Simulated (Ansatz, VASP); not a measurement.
## One calculation of Ga, two programs

```xyz
1
Lattice="2.6355 0.0000 0.0000 0.0000 2.6355 0.0000 0.0000 0.0000 2.6355" Properties=species:S:1:pos:R:3 pbc="T T T"
Ga    0.0000    0.0000    0.0000
```

Alike in both runs: task single point; functional revPBE; k mesh 13 × 13 × 13; occupations fermi-dirac, width 0.1 eV; no spin polarisation.

|  | VASP | Ansatz |
| --- | --- | --- |
| version | VASP 6.6.1 | Ansatz 0.2.0 |
| potentials or method | VASP PAW PBE potentials, release 64 (Ga_d), cutoff 520 eV | plane waves (420 eV) with PAW, scalar-relativistic |
| valence electrons in the cell | 13 | 13 |

```csv
,VASP,Ansatz,Ansatz less VASP
pressure (GPa),7.2,7.1,-0.19
```

VASP's potentials were made for PBE, not for revPBE. The functional is the same, so the differences come from potentials, cutoffs and numerics.
